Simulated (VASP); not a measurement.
# AlCu3 (Pmmn) in VASP: notebook

Runs on AlCu3. Level: PBEsol. Tasks: single point.

Program: VASP 6.6.1. These are calculated values, not measurements. Logs are shortened: lines on timing, memory, paths and dates and some standing lists are left out, and cuts for length are marked.

**1. The cell of the first run**

It takes space group Pmmn (No. 59, orthorhombic). The conventional cell has a = 4.050 Å, b = 4.965 Å, c = 4.607 Å, α = 90.00°, β = 90.00°, γ = 90.00°. Al (site symmetry mm2) has 12 Cu at 2.48 to 2.62 Å within 3.3 Å. Within 3.3 Å of Cu (site symmetry mm2) lie 4 Al at 2.48 to 2.54 Å and 8 Cu at 2.50 to 2.63 Å. Cu (site symmetry m) has 8 Cu at 2.47 to 2.63 Å and 4 Al at 2.50 to 2.62 Å within 3.3 Å.

**2. Single point, PBEsol (strain -0.030 along x and y, +0.030 along z)**

File INCAR:

```
SYSTEM = AlCu3
PREC = Accurate ; ENCUT = 520
EDIFF = 1E-6 ; ISMEAR = 0
SIGMA = 0.15 ; LREAL = .False.
LASPH = .True. ; NELM = 60
ALGO = Fast ; ISIF = 2
LWAVE = .False. ; LCHARG = .True.
GGA = PS ; LELF = .True.
LVHAR = .True. ; NBANDS = 46
```

File KPOINTS:

```
Automatic mesh
0
Gamma
  10 8 10
  0 0 0
```

File POSCAR:

```
AlCu3
1.0
    4.0503716077      0.0000000000      0.0000000000
    0.0000000000      4.9647715176      0.0000000000
    0.0000000000      0.0000000000      4.6069017879
Al Cu
2 6
Direct
    0.0000000000      0.0000000000      0.6642284160
    0.5000000000      0.5000000000      0.3357715840
    0.0000000000      0.5000000000      0.6680840759
    0.5000000000      0.0000000000      0.3319159241
    0.0000000000      0.2510188890      0.1639074279
    0.0000000000      0.7489811110      0.1639074279
    0.5000000000      0.2489811110      0.8360925721
    0.5000000000      0.7510188890      0.8360925721
```

Potentials or basis: VASP PAW PBE potentials, release 64 (Al, Cu).

Started as:

```sh
cat potpaw_PBE.64/Al/POTCAR potpaw_PBE.64/Cu/POTCAR > POTCAR
mpirun -np 1 vasp_std > vasp.out
```

OUTCAR:

```text
SYSTEM = AlCu3
   PREC = Accurate
   ENCUT = 520
   EDIFF = 1E-6
   ISMEAR = 0
   LREAL = .False.
   LASPH = .True.
   NELM = 60
   ISIF = 2
   GGA = PS

 ion  position               nearest neighbor table
   1  0.000  0.000  0.664-   3 2.48   3 2.48   8 2.50   7 2.50   7 2.50   8 2.50   4 2.54   4 2.54
                             5 2.62   6 2.62   5 2.62   6 2.62
   2  0.500  0.500  0.336-   4 2.48   4 2.48   6 2.50   5 2.50   5 2.50   6 2.50   3 2.54   3 2.54
                             7 2.62   8 2.62   7 2.62   8 2.62
   3  0.000  0.500  0.668-   1 2.48   1 2.48   8 2.50   7 2.50   7 2.50   8 2.50   2 2.54   2 2.54
                             5 2.60   6 2.60   5 2.63   6 2.63
   4  0.500  0.000  0.332-   2 2.48   2 2.48   6 2.50   5 2.50   5 2.50   6 2.50   1 2.54   1 2.54
                             7 2.60   8 2.60   7 2.63   8 2.63
   5  0.000  0.251  0.164-   6 2.47   6 2.49   4 2.50   4 2.50   2 2.50   2 2.50   7 2.53   7 2.53
                             3 2.60   1 2.62   1 2.62   3 2.63
   6  0.000  0.749  0.164-   5 2.47   5 2.49   4 2.50   4 2.50   2 2.50   2 2.50   8 2.53   8 2.53
                             3 2.60   1 2.62   1 2.62   3 2.63
   7  0.500  0.249  0.836-   8 2.47   8 2.49   3 2.50   3 2.50   1 2.50   1 2.50   5 2.53   5 2.53
                             4 2.60   2 2.62   2 2.62   4 2.63
   8  0.500  0.751  0.836-   7 2.47   7 2.49   3 2.50   3 2.50   1 2.50   1 2.50   6 2.53   6 2.53
                             4 2.60   2 2.62   2 2.62   4 2.63

  LATTYP: Found a simple orthorhombic cell.
 ALAT       =     4.0503716077
 B/A-ratio  =     1.1374022520
 C/A-ratio  =     1.2257570412

  Lattice vectors:

 A1 = (  -4.0503716077,   0.0000000000,   0.0000000000)
 A2 = (   0.0000000000,   0.0000000000,   4.6069017879)
 A3 = (   0.0000000000,   4.9647715176,   0.0000000000)

Analysis of symmetry for initial positions (statically):
=====================================================================
 Subroutine PRICEL returns:
 Original cell was already a primitive cell.

 Routine SETGRP: Setting up the symmetry group for a
 simple orthorhombic supercell.

 Subroutine GETGRP returns: Found  8 space group operations
 (whereof  4 operations were pure point group operations)
 out of a pool of  8 trial point group operations.

The static configuration has the point symmetry C_2v.
 The point group associated with its full space group is D_2h.

Analysis of symmetry for dynamics (positions and initial velocities):
=====================================================================
 Subroutine PRICEL returns:
 Original cell was already a primitive cell.

 Routine SETGRP: Setting up the symmetry group for a
 simple orthorhombic supercell.

 Subroutine GETGRP returns: Found  8 space group operations
 (whereof  4 operations were pure point group operations)
 out of a pool of  8 trial point group operations.

The dynamic configuration has the point symmetry C_2v.
 The point group associated with its full space group is D_2h.

 Subroutine INISYM returns: Found  8 space group operations
 (whereof  4 operations are pure point group operations),
 and found     1 'primitive' translations

----------------------------------------------------------------------------------------

                                     Primitive cell

  volume of cell :      92.6410

  direct lattice vectors                    reciprocal lattice vectors
     4.050371608  0.000000000  0.000000000     0.246890927  0.000000000  0.000000000
     0.000000000  4.964771518  0.000000000     0.000000000  0.201419138  0.000000000
     0.000000000  0.000000000  4.606901788     0.000000000  0.000000000  0.217065622

  length of vectors
     4.050371608  4.964771518  4.606901788     0.246890927  0.201419138  0.217065622

  position of ions in fractional coordinates (direct lattice)
     0.000000000  0.000000000  0.664228416
     0.500000000  0.500000000  0.335771584
     0.000000000  0.500000000  0.668084076
     0.500000000  0.000000000  0.331915924
     0.000000000  0.251018889  0.163907428
[... 48 lines left out ...]
     AMIX     =   0.40;   BMIX     =  1.00
     AMIX_MAG =   1.60;   BMIX_MAG =  1.00
  volume/ion in A,a.u.               =      11.58        78.15
  Fermi-wavevector in a.u.,A,eV,Ry     =   1.505167  2.844353 30.824368  2.265527
  Thomas-Fermi vector in A             =   2.616051
   LORBIT       =      0    0 simple, 1 ext, 2 COOP (PROOUT), +10 PAW based schemes
   GGA     = PS    functional components
   LHFCALC =     F    Hartree Fock is set to
   AEXX    =    0.0000 exact exchange contribution
   IVDW    =     0    specifies the selected vdW correction
   LEPSILON=     F    determine dielectric tensor
   LRPA    =     F    only Hartree local field effects (RPA)
 non-spin polarized calculation
 RMM-DIIS sequential band-by-band and
 Gauss-broadening in eV      SIGMA  =   0.15
  energy-cutoff  :      520.00
  volume of cell :       92.64
 maximum number of plane-waves:      2537
   NGX = 15   NGY = 19   NGZ = 17

 number of electron      72.0000005 magnetization

 Free energy of the ion-electron system (eV)
  ---------------------------------------------------
  ext. energy  EPLUGINS =         0.00000000
  ---------------------------------------------------
  free energy    TOTEN  =       -35.48108961 eV

  energy without entropy =      -35.45071740  energy(sigma->0) =      -35.46590351

 E-fermi :   9.0359     XC(G=0): -12.6812

 val. band max:        9.0332871714   @ k =   0.3000   0.2500   0.2000
 cond. band min:       9.0420914675   @ k =   0.4000   0.0000   0.1000
 fundamental gap:      0.0088042961
 Fermi energy:         9.0358500010

 k-point     1 :       0.0000    0.0000    0.0000
  band No.  band energies     occupation
      1      -1.9087      2.00000
      2       2.5018      2.00000
      3       3.1003      2.00000
      4       3.5491      2.00000
      5       3.9728      2.00000
      6       4.0036      2.00000
[... 38 lines left out ...]
     45      15.2193      0.00000
     46      15.5285      0.00000

 k-point     2 :       0.1000    0.0000    0.0000
  band No.  band energies     occupation
      1      -1.8143      2.00000
      2       2.4872      2.00000
      3       3.1588      2.00000
      4       3.5527      2.00000
      5       3.9381      2.00000
      6       3.9535      2.00000
[... 1070 lines left out ...]
 k-point    24 :       0.5000    0.3750    0.0000
  band No.  band energies     occupation
      1       1.0876      2.00000
      2       1.0876      2.00000
      3       2.3167      2.00000
      4       2.3167      2.00000
      5       3.9746      2.00000
      6       3.9746      2.00000
[... 38 lines left out ...]
     45      17.8354      0.00000
     46      17.8354      0.00000

 [... further k-points ...]
[... 5 lines left out ...]
  --------------------------------------------------------------------------------------
  -------------------------------------------------------------------------------------
  Total        5.7582941      5.4953584      0.0288315      0.0000000      0.0000000      0.0000000
  in kB       99.5866979     95.0393630      0.4986254      0.0000000      0.0000000      0.0000000
  external PRESSURE =      65.0415621 kB  Pullay stress =       0.0000000 kB

 VOLUME and BASIS-vectors are now :
 -----------------------------------------------------------------------------
  energy-cutoff  :      520.00
  volume of cell :       92.64
      direct lattice vectors                 reciprocal lattice vectors
     4.050371608  0.000000000  0.000000000     0.246890927  0.000000000  0.000000000
     0.000000000  4.964771518  0.000000000     0.000000000  0.201419138  0.000000000
     0.000000000  0.000000000  4.606901788     0.000000000  0.000000000  0.217065622

 POSITION                                       TOTAL-FORCE (eV/Angst)
 -----------------------------------------------------------------------------------
      0.00000      0.00000      3.06004        -0.000000     -0.000000     -0.190932
      2.02519      2.48239      1.54687        -0.000000     -0.000000      0.190932
      0.00000      2.48239      3.07780        -0.000000     -0.000000     -0.165137
      2.02519      0.00000      1.52910        -0.000000     -0.000000      0.165137
      0.00000      1.24625      0.75511        -0.000000     -0.004929     -0.168362
      0.00000      3.71852      0.75511         0.000000      0.004929     -0.168362
      2.02519      1.23613      3.85180         0.000000      0.004929      0.168362
      2.02519      3.72864      3.85180        -0.000000     -0.004929      0.168362
 -----------------------------------------------------------------------------------
    total drift:                                0.000000     -0.000000     -0.000000

  FREE ENERGIE OF THE ION-ELECTRON SYSTEM (eV)
  ---------------------------------------------------
  free  energy   TOTEN  =       -35.4810896117 eV

  energy  without entropy=      -35.4507174015  energy(sigma->0) =      -35.46590351
```

Wall time 7.1 min (1 thread of Intel Xeon 6975P-C (Granite Rapids), shared host); peak memory 0.61 GiB.

Results:

| Quantity | Value |
| --- | --- |
| Free energy | -35.4811 eV |
| Pressure | 6.5 GPa |
| Largest force | 0.191 eV/Å |
| Band gap on the k mesh | zero (bands 36 and 37 overlap by 4.41 eV) |

Forces in eV/Å, atoms in the order of the input:
```
Al   0.000  0.000 -0.191
Al   0.000  0.000  0.191
Cu   0.000  0.000 -0.165
Cu   0.000  0.000  0.165
Cu   0.000 -0.005 -0.168
Cu   0.000  0.005 -0.168
Cu   0.000  0.005  0.168
Cu   0.000 -0.005  0.168
```

Stress tensor (GPa, compression positive):
```
9.96 0.00 0.00
0.00 9.50 0.00
0.00 0.00 0.05
```

Levels at points of the mesh, in eV from the Fermi level:
```csv
k point,band 32,band 33,band 34,band 35,band 36,band 37,band 38,band 39,band 40,band 41
"(0.00, 0.00, 0.00)",-2.31,-2.23,-1.87,-1.13,-0.67,2.15,3.03,3.48,3.87,3.99
"(0.50, 0.00, 0.00)",-2.32,-1.61,-1.61,-0.66,-0.66,-0.47,-0.47,2.17,2.17,5.29
"(0.00, 0.50, 0.00)",-2.54,-0.59,-0.59,0.33,0.33,0.58,0.58,2.69,2.69,4.20
"(0.50, 0.50, 0.00)",-2.42,-2.36,-2.36,0.69,0.69,0.83,0.83,2.80,2.80,2.83
"(0.00, 0.00, 0.50)",-2.23,-1.63,-1.26,-0.46,0.20,0.64,1.09,2.26,3.37,5.63
"(0.50, 0.00, 0.50)",-2.35,-2.34,-2.34,-1.19,-1.19,-0.82,-0.82,2.96,2.96,2.97
"(0.00, 0.50, 0.50)",-2.56,-2.39,-2.39,2.36,2.36,2.80,2.80,2.89,2.89,4.02
"(0.50, 0.50, 0.50)",-2.38,-2.38,-2.38,-2.05,-2.05,-1.90,-1.90,7.25,7.25,7.86
```

Caveat: the cell differs from its parent crystal (strain -0.030 along x and y, +0.030 along z); the cell stands under pressure; the PAW data sets were made with another functional, which shifts forces and pressure a little.

**3. Single point, PBEsol (strain -0.030 along x and y, +0.000 along z)**

File INCAR:

```
SYSTEM = AlCu3
PREC = Accurate
ENCUT = 520
EDIFF = 1E-6
ISMEAR = 0
SIGMA = 0.15
LREAL = .False.
LASPH = .True.
NELM = 80
ALGO = Fast
ISIF = 2
LWAVE = .False.
LCHARG = .False.
GGA = PS
NBANDS = 46
```

KPOINTS is that of step 2.

POSCAR: that of step 2 with these lines changed.

```diff
@@ -4,3 +4,3 @@
     0.0000000000      4.9647715176      0.0000000000
-    0.0000000000      0.0000000000      4.6069017879
+    0.0000000000      0.0000000000      4.4727201824
 Al Cu
```

Potentials or basis: VASP PAW PBE potentials, release 64 (Al, Cu).

Started as:

```sh
cat potpaw_PBE.64/Al/POTCAR potpaw_PBE.64/Cu/POTCAR > POTCAR
mpirun -np 1 vasp_std > vasp.out
```

It took 14 min on 1 thread of Intel Xeon Platinum 8488C (Sapphire Rapids), shared host; peak memory 0.6 GiB.

Results (log left out):

| Item | Value |
| --- | --- |
| Free energy | -35.4211 eV |
| Pressure | 11.6 GPa |
| Largest force | 0.107 eV/Å |
| Band gap on the k mesh | zero (bands 36 and 37 overlap by 4.37 eV) |

Forces in eV/Å, atoms in the order of the input:
```
Al   0.000  0.000 -0.107
Al   0.000  0.000  0.107
Cu   0.000  0.000 -0.104
Cu   0.000  0.000  0.104
Cu   0.000 -0.003 -0.084
Cu   0.000  0.003 -0.084
Cu   0.000  0.003  0.084
Cu   0.000 -0.003  0.084
```

Stress tensor (GPa, compression positive):
```
13.90  0.00  0.00
 0.00 13.38  0.00
 0.00  0.00  7.51
```

Levels at points of the mesh, in eV from the Fermi level:
| k point | band 33 | band 34 | band 35 | band 36 | band 37 | band 38 | band 39 | band 40 |
| --- | --- | --- | --- | --- | --- | --- | --- | --- |
| (0.00, 0.00, 0.00) | -2.30 | -1.84 | -1.20 | -0.49 | 2.08 | 3.28 | 3.67 | 4.03 |
| (0.50, 0.00, 0.00) | -1.53 | -1.53 | -0.77 | -0.77 | -0.53 | -0.53 | 2.53 | 2.53 |
| (0.00, 0.50, 0.00) | -0.45 | -0.45 | 0.43 | 0.43 | 0.60 | 0.60 | 2.60 | 2.60 |
| (0.50, 0.50, 0.00) | -2.42 | -2.42 | 0.79 | 0.79 | 0.99 | 0.99 | 3.12 | 3.12 |
| (0.00, 0.00, 0.50) | -1.69 | -1.33 | -0.47 | 0.15 | 0.60 | 1.10 | 2.20 | 3.30 |
| (0.50, 0.00, 0.50) | -2.39 | -2.39 | -1.30 | -1.30 | -0.95 | -0.95 | 2.95 | 2.95 |
| (0.00, 0.50, 0.50) | -2.41 | -2.41 | 2.30 | 2.30 | 2.79 | 2.79 | 2.80 | 2.80 |
| (0.50, 0.50, 0.50) | -2.42 | -2.42 | -2.09 | -2.09 | -1.96 | -1.96 | 7.21 | 7.21 |

Caveat: the cell differs from its parent crystal (strain -0.030 along x and y, +0.000 along z); the cell stands under pressure; the PAW data sets were made with another functional, which shifts forces and pressure a little.

**4. Single point, PBEsol (strain -0.030 along x and y, -0.030 along z)**

File INCAR:

```
  PREC = Accurate
  ENCUT = 520
  EDIFF = 1E-7
  ISMEAR = 0
  SIGMA = 0.15
  LREAL = F
  LASPH = T
  NELM = 100
  ALGO = Fast
  ISIF = 2
  LWAVE = F
  LCHARG = F
  GGA = PS
  NBANDS = 46
```

File KPOINTS:

```
Automatic mesh
0
Gamma
  10 8 10
```

POSCAR: that of step 3 with these lines changed.

```diff
@@ -4,3 +4,3 @@
     0.0000000000      4.9647715176      0.0000000000
-    0.0000000000      0.0000000000      4.4727201824
+    0.0000000000      0.0000000000      4.3385385769
 Al Cu
```

Started as:

```sh
cat potpaw_PBE.64/Al/POTCAR potpaw_PBE.64/Cu/POTCAR > POTCAR
mpirun -np 1 vasp_std > vasp.out
```

It took 24 min on 1 thread of Intel Xeon 8259CL, shared host; peak memory 0.59 GiB.

It converged, with:

```yaml
Free_energy: -35.2147 eV
Pressure: 17.8 GPa
Largest_force: 0.032 eV/Å
Band_gap_on_the_k_mesh: zero (bands 36 and 37 overlap by 4.33 eV)
```

Forces on the atoms (eV/Å):
```
Al   0.000  0.000 -0.012
Al   0.000  0.000  0.012
Cu   0.000  0.000 -0.032
Cu   0.000  0.000  0.032
Cu   0.000 -0.011  0.015
Cu   0.000  0.011  0.015
Cu   0.000  0.011 -0.015
Cu   0.000 -0.011 -0.015
```

Stress tensor (GPa, compression positive):
```
18.02  0.00  0.00
 0.00 17.89  0.00
 0.00  0.00 17.34
```

Levels at points of the mesh, in eV from the Fermi level:
| k point | band 33 | band 34 | band 35 | band 36 | band 37 | band 38 | band 39 | band 40 |
| --- | --- | --- | --- | --- | --- | --- | --- | --- |
| (0.00, 0.00, 0.00) | -2.37 | -1.79 | -1.28 | -0.28 | 2.01 | 3.53 | 3.85 | 4.21 |
| (0.50, 0.00, 0.00) | -1.43 | -1.43 | -0.87 | -0.87 | -0.59 | -0.59 | 2.92 | 2.92 |
| (0.00, 0.50, 0.00) | -0.30 | -0.30 | 0.28 | 0.28 | 0.91 | 0.91 | 2.52 | 2.52 |
| (0.50, 0.50, 0.00) | -2.49 | -2.49 | 0.90 | 0.90 | 1.18 | 1.18 | 3.41 | 3.41 |
| (0.00, 0.00, 0.50) | -1.75 | -1.40 | -0.48 | 0.09 | 0.56 | 1.13 | 2.14 | 3.24 |
| (0.50, 0.00, 0.50) | -2.43 | -2.43 | -1.42 | -1.42 | -1.09 | -1.09 | 2.93 | 2.93 |
| (0.00, 0.50, 0.50) | -2.44 | -2.44 | 2.24 | 2.24 | 2.70 | 2.70 | 2.78 | 2.78 |
| (0.50, 0.50, 0.50) | -2.45 | -2.45 | -2.13 | -2.13 | -2.02 | -2.02 | 7.17 | 7.17 |

Caveat: the cell differs from its parent crystal (strain -0.030 along x and y, -0.030 along z); the cell stands under pressure; the PAW data sets were made with another functional, which shifts forces and pressure a little.

**5. Single point, PBEsol (strain +0.030 along x and y, -0.030 along z)**

File INCAR:

```
SYSTEM = AlCu3
PREC = Accurate
ENCUT = 520
EDIFF = 1E-7
ISMEAR = 0
SIGMA = 0.15
LREAL = .False.
LASPH = .True.
NELM = 100
ALGO = Fast
ISIF = 2
LWAVE = .False.
LCHARG = .False.
GGA = PS
NBANDS = 46
```

File KPOINTS:

```
regular mesh
0
Gamma
  10 8 10
  0 0 0
```

POSCAR: that of step 4 with these lines changed.

```diff
@@ -2,4 +2,4 @@
 1.0
-    4.0503716077      0.0000000000      0.0000000000
-    0.0000000000      4.9647715176      0.0000000000
+    4.3009100577      0.0000000000      0.0000000000
+    0.0000000000      5.2718707868      0.0000000000
     0.0000000000      0.0000000000      4.3385385769
```

Started as:

```sh
cat potpaw_PBE.64/Al/POTCAR potpaw_PBE.64/Cu/POTCAR > POTCAR
mpirun -np 1 vasp_std > vasp.out
```

It took 9.1 min on 1 thread of Intel Xeon Platinum 8488C (Sapphire Rapids), shared host; peak memory 0.64 GiB.

The run converged. Its results:

- Free energy: -35.5439 eV
- Pressure: -3.6 GPa
- Largest force: 0.168 eV/Å
- Band gap on the k mesh: zero (bands 36 and 37 overlap by 4.00 eV)

Forces in eV/Å, atoms in the order of the input:
```
Al   0.000  0.000  0.168
Al   0.000  0.000 -0.168
Cu   0.000  0.000  0.114
Cu   0.000  0.000 -0.114
Cu   0.000 -0.001  0.125
Cu   0.000  0.001  0.125
Cu   0.000  0.001 -0.125
Cu   0.000 -0.001 -0.125
```

Stress tensor (GPa, compression positive):
```
-7.15  0.00  0.00
 0.00 -5.05  0.00
 0.00  0.00  1.55
```

Levels at points of the mesh, in eV from the Fermi level:
```tsv
k point	band 34	band 35	band 36	band 37	band 38	band 39
(0.00, 0.00, 0.00)	-1.39	-1.38	0.04	1.27	3.46	3.71
(0.50, 0.00, 0.00)	-1.00	-0.82	-0.82	-0.73	-0.73	3.02
(0.00, 0.50, 0.00)	0.05	0.12	0.12	1.19	1.19	1.73
(0.50, 0.50, 0.00)	-2.30	1.24	1.24	1.37	1.37	3.44
(0.00, 0.00, 0.50)	-1.40	-0.52	-0.15	0.65	1.01	1.48
(0.50, 0.00, 0.50)	-2.21	-1.34	-1.34	-1.04	-1.04	2.37
(0.00, 0.50, 0.50)	-2.19	2.07	2.07	2.11	2.11	2.42
(0.50, 0.50, 0.50)	-2.23	-1.97	-1.97	-1.93	-1.93	6.36
```

Caveat: the cell differs from its parent crystal (strain +0.030 along x and y, -0.030 along z); the cell stands under tension; the PAW data sets were made with another functional, which shifts forces and pressure a little.

**6. Summary**

| cell | further INCAR settings | gap on the mesh (eV) | pressure (GPa) | largest force (eV/Å) |
| --- | --- | --- | --- | --- |
| a = 4.050, b = 4.965, c = 4.607 Å, 8 atoms | ALGO = Fast; EDIFF = 1e-06; NBANDS = 46 | none | 6.5 | 0.19 |
| a = 4.050, b = 4.965, c = 4.473 Å, 8 atoms | ALGO = Fast; EDIFF = 1e-06; NBANDS = 46 | none | 11.6 | 0.11 |
| a = 4.050, b = 4.965, c = 4.339 Å, 8 atoms | ALGO = Fast; EDIFF = 1e-07; NBANDS = 46 | none | 17.8 | 0.03 |
| a = 4.301, b = 5.272, c = 4.339 Å, 8 atoms | ALGO = Fast; EDIFF = 1e-07; NBANDS = 46 | none | -3.6 | 0.17 |

Alike in all rows: task single point; level PBEsol; potentials or basis VASP PAW PBE potentials, release 64 (Al, Cu); no spin polarisation; k mesh 10 × 8 × 10; cutoff (eV) 520; smearing gaussian 0.15 eV.

Caveats: the PAW data sets were made with another functional, which shifts forces and pressure a little; the cell stands under pressure (at least some runs); the cell stands under tension (at least some runs).

Absolute energies hang on the potentials; compare differences alone.
